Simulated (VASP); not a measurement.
## TaN: single point with r2SCAN

TaN:

```xyz
2
Lattice="0.0000 2.0047 2.0918 2.0047 0.0000 2.0918 2.0047 2.0047 0.0000" Properties=species:S:1:pos:R:3 pbc="T T T"
Ta    2.0047    2.0047    2.0918
N     0.0000    0.0000    0.0000
```

This cell differs from its parent crystal: strain -0.080 along x and y, -0.040 along z.

* Program: VASP 6.6.1
* Task: single point
* Functional: r2SCAN
* Potentials or basis: VASP PAW PBE potentials, release 64 (Ta_pv, N)
* Cutoff: 520 eV
* k mesh: 18 × 18 × 18
* Occupations: gaussian, width 0.15 eV
* Spin: no spin polarisation

- Pressure: 144.2 GPa
- Band gap on the k mesh: zero (bands 8 and 9 overlap by 5.33 eV)

Stress tensor (GPa, compression positive):
```
166.71   0.00   0.00
  0.00 166.71   0.00
  0.00   0.00  99.31
```

Levels at points of the mesh, in eV from the Fermi level:
| k point | band 5 | band 6 | band 7 | band 8 | band 9 | band 10 | band 11 | band 12 |
| --- | --- | --- | --- | --- | --- | --- | --- | --- |
| (0.00, 0.00, 0.00) | -5.11 | -4.72 | -4.72 | -3.41 | -2.71 | -2.71 | -0.50 | 0.53 |
| (0.50, 0.00, 0.00) | -12.96 | -10.02 | -9.97 | 2.58 | 2.85 | 3.15 | 4.95 | 9.90 |
| (0.50, 0.50, 0.00) | -7.71 | -7.45 | -5.27 | -5.27 | 3.00 | 5.08 | 5.08 | 7.45 |
| (0.50, 0.00, 0.50) | -7.55 | -7.01 | -5.76 | -5.30 | 2.95 | 4.63 | 5.51 | 7.92 |

Wall time 5.4 min on 1 thread of Intel(R) Xeon(R) Platinum 8488C (Sapphire Rapids) (shared host), peak memory 0.25 GiB.

Caveat: the cell differs from its parent crystal (strain -0.080 along x and y, -0.040 along z); the stress differs along the axes, from 99 to 167 GPa; the PAW data sets were made with another functional, which shifts forces and pressure a little; spin-orbit coupling is left out, which moves the levels of the heavy elements.
